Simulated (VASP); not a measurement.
# PtS2 (P-3m1) in VASP: notebook

Runs on PtS2. Level: LDA. Tasks: single point, relaxation of cell and atoms.

Program: VASP 6.6.1. These are calculated values, not measurements. Logs are shortened: lines on timing, memory, paths and dates and some standing lists are left out, and cuts for length are marked.

## 1. The cell of the first run

Symmetry: P-3m1, No. 164, trigonal system. The conventional cell has a = 3.561 Å, b = 3.561 Å, c = 4.581 Å, α = 90.00°, β = 90.00°, γ = 120.00°. Within 3.1 Å of Pt (site symmetry -3m) lie 6 S at 2.37 Å. Within 3.1 Å of S (site symmetry 3m) lie 3 Pt at 2.37 Å and 3 S at 3.01 Å.

## 2. Single point, LDA

The input, INCAR:

```
PREC = Accurate ; ENCUT = 520
EDIFF = 1E-6 ; ISMEAR = 0
SIGMA = 0.1 ; LREAL = False
LASPH = True ; NELM = 80
ALGO = Normal ; ISIF = 2
LWAVE = False ; LCHARG = False
NBANDS = 18
```

The input, KPOINTS:

```
Automatic mesh
0
Gamma
  6 6 4
```

The input, POSCAR:

```
PtS2
1.0
    3.5613143960      0.0000000000      0.0000000000
   -1.7806571980      3.0841887378      0.0000000000
    0.0000000000      0.0000000000      4.5808028827
Pt S
1 2
Direct
    0.0000000000      0.0000000000      0.0000000000
    0.3333333333      0.6666666667      0.2594035023
    0.6666666667      0.3333333333      0.7405964977
```

Potentials or basis: VASP PAW LDA potentials, release 64 (Pt, S).

On the command line:

```bash
$ cat potpaw_LDA.64/Pt/POTCAR potpaw_LDA.64/S/POTCAR > POTCAR
$ mpirun -np 1 vasp_std > vasp.out
```

OUTCAR:

```text
PREC = Accurate
   ENCUT = 520
   EDIFF = 1E-6
   ISMEAR = 0
   LREAL = False
   LASPH = True
   NELM = 80
   ISIF = 2

 ion  position               nearest neighbor table
   1  0.000  0.000  0.000-   2 2.37   3 2.37   3 2.37   2 2.37   3 2.37   2 2.37
   2  0.333  0.667  0.259-   1 2.37   1 2.37   1 2.37
   3  0.667  0.333  0.741-   1 2.37   1 2.37   1 2.37

  LATTYP: Found a hexagonal cell.
 ALAT       =     3.5613143960
 C/A-ratio  =     1.2862674769

  Lattice vectors:

 A1 = (   3.5613143960,   0.0000000000,   0.0000000000)
 A2 = (  -1.7806571980,   3.0841887378,   0.0000000000)
 A3 = (   0.0000000000,   0.0000000000,   4.5808028827)

Analysis of symmetry for initial positions (statically):
=====================================================================
 Subroutine PRICEL returns:
 Original cell was already a primitive cell.

 Routine SETGRP: Setting up the symmetry group for a
 hexagonal supercell.

 Subroutine GETGRP returns: Found 12 space group operations
 (whereof 12 operations were pure point group operations)
 out of a pool of 24 trial point group operations.

The static configuration has the point symmetry D_3d.

Analysis of symmetry for dynamics (positions and initial velocities):
=====================================================================
 Subroutine PRICEL returns:
 Original cell was already a primitive cell.

 Routine SETGRP: Setting up the symmetry group for a
 hexagonal supercell.

 Subroutine GETGRP returns: Found 12 space group operations
 (whereof 12 operations were pure point group operations)
 out of a pool of 24 trial point group operations.

The dynamic configuration has the point symmetry D_3d.

 Subroutine INISYM returns: Found 12 space group operations
 (whereof 12 operations are pure point group operations),
 and found     1 'primitive' translations

----------------------------------------------------------------------------------------

                                     Primitive cell

  volume of cell :      50.3145

  direct lattice vectors                    reciprocal lattice vectors
     3.561314396  0.000000000  0.000000000     0.280795203  0.162117186  0.000000000
    -1.780657198  3.084188738  0.000000000     0.000000000  0.324234372  0.000000000
     0.000000000  0.000000000  4.580802883     0.000000000  0.000000000  0.218302343

  length of vectors
[... 82 lines left out ...]
   NELM   =     80;   NELMIN=  2; NELMDL= -5     # of ELM steps
   EDIFF  = 0.1E-05   stopping-criterion for ELM
   LREAL  =      F    real-space projection
   EDIFFG = 0.1E-04   stopping-criterion for IOM
   NSW    =      0    number of steps for IOM
   IBRION =     -1    ionic relax: 0-MD 1-quasi-New 2-CG
   NFREE  =      0    steps in history (QN), initial steepest desc. (CG)
   ISIF   =      2    stress and relaxation
   ISYM   =      2    0-nonsym 1-usesym 2-fastsym
   POTIM  = 0.5000    time-step for ionic-motion
   TEBEG  =    0.0;   TEEND  =   0.0 temperature during run
   PSTRESS=    0.0 pullay stress
   NELECT =      22.0000    total number of electrons
   NUPDOWN=      -1.0000    fix difference up-down
   EMIN   =  10.00;   EMAX   =-10.00  energy-range for DOS
   EFERMI =   0.00;   METHOD = LEGACY
   ISMEAR =     0;   SIGMA  =   0.10  broadening in eV -4-tet -1-fermi 0-gaus
   EFERMI_NEDOS =   21; number of points for ismear=-14 and -15
   IALGO  =     38    algorithm
   IMIX   =      4    mixing-type and parameters
     AMIX     =   0.40;   BMIX     =  1.00
     AMIX_MAG =   1.60;   BMIX_MAG =  1.00
  volume/ion in A,a.u.               =      16.77       113.18
  Fermi-wavevector in a.u.,A,eV,Ry     =   1.242562  2.348102 21.006859  1.543961
  Thomas-Fermi vector in A             =   2.376911
   LORBIT       =      0    0 simple, 1 ext, 2 COOP (PROOUT), +10 PAW based schemes
   GGA     = CA    functional components
   LHFCALC =     F    Hartree Fock is set to
   AEXX    =    0.0000 exact exchange contribution
   IVDW    =     0    specifies the selected vdW correction
   LEPSILON=     F    determine dielectric tensor
   LRPA    =     F    only Hartree local field effects (RPA)
 non-spin polarized calculation
 Gauss-broadening in eV      SIGMA  =   0.10
  energy-cutoff  :      520.00
  volume of cell :       50.31
 maximum number of plane-waves:      1397
 NGX is ok and might be reduce to    28
   NGX = 13   NGY = 13   NGZ = 17

 number of electron      21.9999998 magnetization

 Free energy of the ion-electron system (eV)
  ---------------------------------------------------
  ext. energy  EPLUGINS =         0.00000000
  ---------------------------------------------------
  free energy    TOTEN  =       -18.20465367 eV

  energy without entropy =      -18.20227569  energy(sigma->0) =      -18.20346468

 E-fermi :   8.2470     XC(G=0): -11.4783

 val. band max:        8.1076636582   @ k =   0.0000   0.1667   0.2500
 cond. band min:       8.3362700149   @ k =   0.1667   0.1667   0.5000
 fundamental gap:      0.2286063567
 Fermi energy:         8.2469664708

 k-point     1 :       0.0000    0.0000    0.0000
  band No.  band energies     occupation
      1      -7.9062      2.00000
      2      -4.1802      2.00000
      3       0.3915      2.00000
      4       0.9224      2.00000
      5       0.9224      2.00000
      6       3.8849      2.00000
[... 481 lines left out ...]
      5       1.6137      2.00000
      6       3.4185      2.00000
[... 10 lines left out ...]
     17      16.1270      0.00000
     18      18.4846      0.00000

------------------------ aborting loop because EDIFF is reached ----------------------------------------

  FORCE on cell =-STRESS in cart. coord.  units (eV):
  Direction    XX          YY          ZZ          XY          YZ          ZX
  --------------------------------------------------------------------------------------
  -------------------------------------------------------------------------------------
  Total       -0.0528043     -0.0528043     -0.0586161     -0.0000000     -0.0000000     -0.0000000
  in kB       -1.6814634     -1.6814634     -1.8665283     -0.0000000     -0.0000000     -0.0000000
  external PRESSURE =      -1.7431517 kB  Pullay stress =       0.0000000 kB

 VOLUME and BASIS-vectors are now :
 -----------------------------------------------------------------------------
  energy-cutoff  :      520.00
  volume of cell :       50.31
      direct lattice vectors                 reciprocal lattice vectors
     3.561314396  0.000000000  0.000000000     0.280795203  0.162117186  0.000000000
    -1.780657198  3.084188738  0.000000000     0.000000000  0.324234372  0.000000000
     0.000000000  0.000000000  4.580802883     0.000000000  0.000000000  0.218302343

 POSITION                                       TOTAL-FORCE (eV/Angst)
 -----------------------------------------------------------------------------------
      0.00000      0.00000      0.00000         0.000000     -0.000000     -0.000000
     -0.00000      2.05613      1.18828        -0.000000      0.000000     -0.012921
      1.78066      1.02806      3.39253         0.000000     -0.000000      0.012921
 -----------------------------------------------------------------------------------
    total drift:                               -0.000000     -0.000000     -0.000000

  FREE ENERGIE OF THE ION-ELECTRON SYSTEM (eV)
  ---------------------------------------------------
  free  energy   TOTEN  =       -18.2046536724 eV

  energy  without entropy=      -18.2022756916  energy(sigma->0) =      -18.20346468
```

Wall time 39 s (1 thread of AMD EPYC 7R13, shared host); peak memory 0.13 GiB.

What came out:

```
Free energy            : -18.2047 eV
Pressure               : -0.2 GPa
Largest force          : 0.013 eV/Å
Band gap on the k mesh : zero (band 11 reaches 8.40 eV, above the bottom of band 12 at 8.34 eV)
```

Forces in eV/Å, atoms in the order of the input:
```
Pt   0.000  0.000  0.000
S    0.000  0.000 -0.013
S    0.000  0.000  0.013
```

Caveat: spin-orbit coupling is left out, which moves the levels of the heavy elements.

## 3. Relaxation of cell and atoms, LDA

This run uses another cell than the first one, of 18.26 Å³/atom, 1.089 times its volume.

The input, INCAR:

```
SYSTEM = PtS2
ALGO = Normal ; EDIFF = 1E-7
EDIFFG = -0.05 ; ENCUT = 600
GGA = CA ; IBRION = 2
ISIF = 3 ; ISMEAR = 0
LASPH = .True. ; LCHARG = .False.
LREAL = .False. ; LWAVE = .False.
NELM = 100 ; NSW = 100
PREC = Accurate ; SIGMA = 0.1
```

The input, KPOINTS:

```
k-points
0
Gamma
  6 6 4
  0 0 0
```

The input, POSCAR:

```
PtS2
1.0
    3.5431994758      0.0000000000      0.0000000000
   -1.7715997379      3.0685007567      0.0000000000
    0.0000000000      0.0000000000      5.0388000000
Pt S
1 2
Direct
    0.0000000000      0.0000000000      0.0000000000
    0.3333333333      0.6666666667      0.2500000000
    0.6666666667      0.3333333333      0.7500000000
```

Potentials or basis: VASP PAW LDA potentials, release 64 (Pt, S).

On the command line:

```bash
$ cat potpaw_LDA.64/Pt/POTCAR potpaw_LDA.64/S/POTCAR > POTCAR
$ mpirun -np 1 vasp_std > vasp.out
```

OUTCAR:

```text
SYSTEM = PtS2
   EDIFF = 1E-7
   EDIFFG = -0.05
   ENCUT = 600
   GGA = CA
   IBRION = 2
   ISIF = 3
   ISMEAR = 0
   LASPH = .True.
   LREAL = .False.
   NELM = 100
   NSW = 100
   PREC = Accurate

 ion  position               nearest neighbor table
   1  0.000  0.000  0.000-   2 2.40   3 2.40   2 2.40   3 2.40   3 2.40   2 2.40
   2  0.333  0.667  0.250-   1 2.40   1 2.40   1 2.40
   3  0.667  0.333  0.750-   1 2.40   1 2.40   1 2.40

  LATTYP: Found a hexagonal cell.
 ALAT       =     3.5431994758
 C/A-ratio  =     1.4221045229

  Lattice vectors:

 A1 = (   3.5431994758,   0.0000000000,   0.0000000000)
 A2 = (  -1.7715997379,   3.0685007567,   0.0000000000)
 A3 = (   0.0000000000,   0.0000000000,   5.0388000000)

Analysis of symmetry for initial positions (statically):
=====================================================================
[... 286 lines left out ...]

 number of electron      21.9999999 magnetization

------------------------ aborting loop because EDIFF is reached ----------------------------------------
[... 69 lines left out ...]
--------------------------------------- Ionic step       16  -------------------------------------------

 number of electron      21.9999999 magnetization

 Free energy of the ion-electron system (eV)
  ---------------------------------------------------
  ext. energy  EPLUGINS =         0.00000000
  ---------------------------------------------------
  free energy    TOTEN  =       -18.20551361 eV

  energy without entropy =      -18.20305108  energy(sigma->0) =      -18.20428234

 E-fermi :   8.2766     XC(G=0): -11.4902

 val. band max:        8.1436852243   @ k =   0.0000   0.1667   0.2500
 cond. band min:       8.3609961308   @ k =   0.1667   0.1667   0.5000
 fundamental gap:      0.2173109065
 Fermi energy:         8.2765804612

 k-point     1 :       0.0000    0.0000    0.0000
  band No.  band energies     occupation
      1      -7.8954      2.00000
      2      -4.1310      2.00000
      3       0.4210      2.00000
      4       0.9271      2.00000
      5       0.9271      2.00000
      6       3.9098      2.00000
      7       3.9098      2.00000
      8       5.8199      2.00000
      9       6.6736      2.00000
     10       6.6736      2.00000
     11       8.4428      0.01875
     12       9.4499      0.00000
     13       9.4499      0.00000
     14      11.6027      0.00000
[... 443 lines left out ...]
  FREE ENERGIE OF THE ION-ELECTRON SYSTEM (eV)
  ---------------------------------------------------
  free  energy   TOTEN  =       -18.2055136098 eV

  energy  without entropy=      -18.2030510773  energy(sigma->0) =      -18.20428234

 reached required accuracy - stopping structural energy minimisation
```

OSZICAR:

```text
N       E                     dE             d eps       ncg     rms          rms(c)
DAV:   1     0.125757098150E+03    0.12576E+03   -0.11507E+04   720   0.148E+03
DAV:   2    -0.134009245557E+02   -0.13916E+03   -0.13528E+03   923   0.264E+02
DAV:   3    -0.193963331462E+02   -0.59954E+01   -0.59674E+01   916   0.581E+01
[... 151 lines left out ...]
DAV:   3    -0.182055588314E+02    0.16142E-03   -0.32483E-04   832   0.198E-01    0.560E-02
DAV:   4    -0.182055151761E+02    0.43655E-04   -0.29196E-04   755   0.105E-01    0.251E-02
DAV:   5    -0.182055137071E+02    0.14689E-05   -0.15238E-05   797   0.290E-02    0.147E-02
DAV:   6    -0.182055136528E+02    0.54394E-07   -0.17432E-06   874   0.132E-02    0.722E-03
DAV:   7    -0.182055136098E+02    0.43000E-07   -0.56990E-07   804   0.640E-03
  16 F= -.18205514E+02 E0= -.18204282E+02  d E =-.253253E-03
```

CONTCAR:

```text
PtS2
   1.00000000000000
     3.5642034563214078    0.0000000000000001    0.0000000000000000
    -1.7821017281607039    3.0866907374118351   -0.0000000000000000
     0.0000000000000000    0.0000000000000002    4.5628873124489164
  Pt              S
     1     2
Direct
     0.0000000000000000    0.0000000000000000    0.0000000000000000
     0.3333333332999970    0.6666666667000030    0.2592005665215282
     0.6666666667000030    0.3333333332999970    0.7407994334784718

  0.00000000E+00  0.00000000E+00  0.00000000E+00
  0.00000000E+00  0.00000000E+00  0.00000000E+00
  0.00000000E+00  0.00000000E+00  0.00000000E+00
```

Wall time 6.1 min (1 thread of AMD EPYC 7R13, shared host); peak memory 0.15 GiB.

What came out:

```
Free energy                            : -18.2055 eV
Relaxed volume                         : 16.73 Å³/atom
Relaxed cell                           : a = 3.564 Å, b = 3.564 Å, c = 4.563 Å, α = 90.00°, β = 90.00°, γ = 120.00°
Space group after relaxing (to 0.05 Å) : P-3m1 (No. 164)
Energy gained by relaxing              : 25.4 meV/atom
Ionic steps                            : 16
Pressure after relaxing                : 0.1 GPa
Largest force after relaxing           : 0.034 eV/Å
Band gap on the k mesh                 : zero (band 11 reaches 8.44 eV, above the bottom of band 12 at 8.36 eV)
```

Forces in eV/Å, atoms in the order of the input:
```
Pt   0.000  0.000  0.000
S    0.000  0.000  0.034
S    0.000  0.000 -0.034
```

The path:
```tsv
step	energy change (eV)	largest force (eV/Å)	pressure (GPa)	volume (Å³)
1	0.0000	0.6962	-5.45	54.78
2	0.0748	1.0695	12.28	50.00
3	-0.0441	0.0925	0.37	52.89
4	-0.0442	0.0795	0.51	52.85
5	-0.0557	0.0236	0.09	52.89
6	-0.0599	0.1318	-0.35	52.93
7	-0.0625	0.1424	-0.16	52.62
8	-0.0685	0.1750	0.51	51.70
9	-0.0710	0.2484	2.23	49.86
10	-0.0717	0.2333	1.72	50.39
11	-0.0725	0.2162	1.57	50.36
12	-0.0744	0.1638	1.16	50.27
13	-0.0760	0.0549	0.33	50.08
14	-0.0760	0.0465	0.27	50.06
15	-0.0761	0.0435	0.23	50.10
16	-0.0763	0.0340	0.11	50.20
```

Final structure:
```
Pt S
1.0
     3.56420    0.00000    0.00000
    -1.78210    3.08669    0.00000
     0.00000    0.00000    4.56289
Pt S
1 2
Direct
  0.00000 0.00000 0.00000
  0.33333 0.66667 0.25920
  0.66667 0.33333 0.74080
```

Caveat: spin-orbit coupling is left out, which moves the levels of the heavy elements; the relaxation stopped at a loose force limit of 0.05 eV/Å, so its end isn't a converged minimum. Zero-point motion and thermal expansion aren't in these numbers.
